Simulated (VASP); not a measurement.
# Sr (P6/mmm) in VASP: further runs, part 2 of 3

VASP 6.6.1. Earlier steps stand in the parts before.

## 3. Single point, RPBE (63.71 Å³/atom)

This run uses another cell than the first one, of 63.71 Å³/atom.

INCAR

```
SYSTEM = Sr
PREC     = Accurate       ! precision mode
ENCUT    = 520            ! plane-wave cutoff, eV
EDIFF    = 1E-6           ! SCF threshold, eV
ISMEAR   = -1             ! smearing method
SIGMA    = 0.1            ! smearing width, eV
LREAL    = .FALSE.        ! projectors in reciprocal space
LASPH    = .TRUE.         ! aspherical terms in the spheres
NELM     = 100            ! most SCF steps
ALGO     = Normal         ! electronic algorithm
ISIF     = 2              ! what is computed and relaxed
LWAVE    = .FALSE.        ! write WAVECAR
LCHARG   = .TRUE.         ! write CHGCAR
GGA      = RP             ! functional
LELF     = .TRUE.         ! ELF
LVHAR    = .TRUE.       
NBANDS   = 22             ! bands
```

KPOINTS

```
regular mesh
0
G
  7 7 10
  0 0 0
```

POSCAR

```
Sr
1.0
    7.1669821341      0.0000000000      0.0000000000
   -3.5834910670      6.2067885966      0.0000000000
    0.0000000000      0.0000000000      4.2963257473
Sr
3
Direct
    0.0000000000      0.0000000000      0.0000000000
    0.3333333333      0.6666666667      0.5000000000
    0.6666666667      0.3333333333      0.5000000000
```

Potentials or basis: VASP PAW PBE potentials, release 64 (Sr_sv).

Run with:

```
> cat potpaw_PBE.64/Sr_sv/POTCAR > POTCAR
> mpirun -np 1 vasp_std > vasp.out
```

OUTCAR:

```text
SYSTEM = Sr
   PREC = Accurate
   ENCUT = 520
   EDIFF = 1E-6
   ISMEAR = -1
   LREAL = .FALSE.
   LASPH = .TRUE.
   NELM = 100
   ISIF = 2
   GGA = RP

 ion  position               nearest neighbor table
   1  0.000  0.000  0.000-   2 4.66   3 4.66   2 4.66   3 4.66   2 4.66   2 4.66   3 4.66   3 4.66
                             3 4.66   3 4.66   2 4.66   2 4.66
   2  0.333  0.667  0.500-   3 4.14   3 4.14   3 4.14   1 4.66   1 4.66   1 4.66   1 4.66   1 4.66
                             1 4.66
   3  0.667  0.333  0.500-   2 4.14   2 4.14   2 4.14   1 4.66   1 4.66   1 4.66   1 4.66   1 4.66
                             1 4.66

  LATTYP: Found a hexagonal cell.
 ALAT       =     7.1669821341
 C/A-ratio  =     0.5994609261

  Lattice vectors:

 A1 = (   7.1669821341,   0.0000000000,   0.0000000000)
 A2 = (  -3.5834910670,   6.2067885966,   0.0000000000)
 A3 = (   0.0000000000,   0.0000000000,   4.2963257473)

Analysis of symmetry for initial positions (statically):
=====================================================================
 Subroutine PRICEL returns:
 Original cell was already a primitive cell.

 Routine SETGRP: Setting up the symmetry group for a
 hexagonal supercell.

[... 163 lines left out ...]
  ---------------------------------------------------
  free energy    TOTEN  =        -4.28827931 eV

  energy without entropy =       -4.12288716  energy(sigma->0) =       -4.20558324

 E-fermi :   1.1912     XC(G=0):  -6.8116

 val. band max:        1.1795931939   @ k =   0.2857   0.2857   0.5000
 cond. band min:       1.1969083956   @ k =   0.1429   0.0000   0.2000
 fundamental gap:      0.0173152017
 Fermi energy:         1.1912492039

 k-point     1 :       0.0000    0.0000    0.0000
  band No.  band energies     occupation
      1     -35.7983      2.00000
      2     -35.7880      2.00000
      3     -35.7226      2.00000
      4     -17.8070      2.00000
      5     -17.8070      2.00000
      6     -17.7313      2.00000
[... 589 lines left out ...]
     21       2.8332      0.00000
     22       3.3410      0.00000

 [... further k-points ...]
[... 5 lines left out ...]
  --------------------------------------------------------------------------------------
  -------------------------------------------------------------------------------------
  Total       -0.8339177     -0.8339177     -0.7807381     -0.0000000     -0.0000000     -0.0000000
  in kB       -6.9909032     -6.9909032     -6.5450877     -0.0000000     -0.0000000     -0.0000000
  external PRESSURE =      -6.8422980 kB  Pullay stress =       0.0000000 kB

 VOLUME and BASIS-vectors are now :
 -----------------------------------------------------------------------------
  energy-cutoff  :      520.00
  volume of cell :      191.12
      direct lattice vectors                 reciprocal lattice vectors
     7.166982134  0.000000000  0.000000000     0.139528742  0.080556957  0.000000000
    -3.583491067  6.206788597  0.000000000     0.000000000  0.161113913  0.000000000
     0.000000000  0.000000000  4.296325747     0.000000000  0.000000000  0.232757025

 POSITION                                       TOTAL-FORCE (eV/Angst)
 -----------------------------------------------------------------------------------
      0.00000      0.00000      0.00000         0.000000      0.000000      0.000000
     -0.00000      4.13786      2.14816         0.000000      0.000000      0.000000
      3.58349      2.06893      2.14816        -0.000000      0.000000      0.000000
 -----------------------------------------------------------------------------------
    total drift:                                0.000000      0.000000      0.000000

  FREE ENERGIE OF THE ION-ELECTRON SYSTEM (eV)
  ---------------------------------------------------
  free  energy   TOTEN  =        -4.2882793119 eV

  energy  without entropy=       -4.1228871605  energy(sigma->0) =       -4.20558324
```

OSZICAR:

```text
N       E                     dE             d eps       ncg     rms          rms(c)
DAV:   1     0.184726917537E+03    0.18473E+03   -0.13232E+04  2112   0.114E+03
DAV:   2     0.114681035051E+02   -0.17326E+03   -0.16932E+03  2422   0.261E+02
DAV:   3    -0.319998110326E+01   -0.14668E+02   -0.14435E+02  3570   0.545E+01
DAV:   4    -0.420213984644E+01   -0.10022E+01   -0.99636E+00  3032   0.120E+01
DAV:   5    -0.422526713083E+01   -0.23127E-01   -0.23117E-01  3090   0.220E+00    0.176E+01
DAV:   6    -0.426047653234E+01   -0.35209E-01   -0.46039E-02  2748   0.188E+00    0.967E+00
DAV:   7    -0.428652714879E+01   -0.26051E-01   -0.58955E-02  2520   0.227E+00    0.765E-01
DAV:   8    -0.428804407721E+01   -0.15169E-02   -0.84142E-03  3496   0.552E-01    0.334E-01
DAV:   9    -0.428818939509E+01   -0.14532E-03   -0.43356E-04  3010   0.140E-01    0.662E-02
DAV:  10    -0.428827888611E+01   -0.89491E-04   -0.53258E-05  2728   0.491E-02    0.266E-02
DAV:  11    -0.428828035767E+01   -0.14716E-05   -0.60336E-06  3062   0.125E-02    0.776E-03
DAV:  12    -0.428827867707E+01    0.16806E-05   -0.11030E-06  2160   0.657E-03    0.866E-03
DAV:  13    -0.428827931190E+01   -0.63483E-06   -0.25108E-07  1566   0.334E-03
   1 F= -.42882793E+01 E0= -.42055832E+01  d E =-.165392E+00
```

stdout:

```text
POSCAR found type information on POSCAR Sr
 POSCAR found :  1 types and       3 ions
 scaLAPACK will be used
 -----------------------------------------------------------------------------
|                                                                             |
|                                                                             |
|     You enforced a specific xc type in the INCAR file but a different       |
|     I HOPE YOU KNOW WHAT YOU ARE DOING!                                     |
|                                                                             |
 -----------------------------------------------------------------------------

 LDA part: xc-table for (Slater+PW92), standard interpolation
 POSCAR, INCAR and KPOINTS ok, starting setup
 FFT: planning ... GRIDC
 FFT: planning ... GRID_SOFT
 FFT: planning ... GRID
 WAVECAR not read
 entering main loop
```

It took 2.4 min on 1 thread of Intel Xeon Platinum 8375C at 2.90GHz (Ice Lake), shared host; peak memory 0.38 GiB.

Results:

```
Free energy            : -4.2883 eV
Pressure               : -0.7 GPa
Band gap on the k mesh : zero (bands 15 and 16 overlap by 0.30 eV)
```

Caveat: the PAW data sets were made with another functional, which shifts forces and pressure a little.

(Continued in part 3 of 3.)
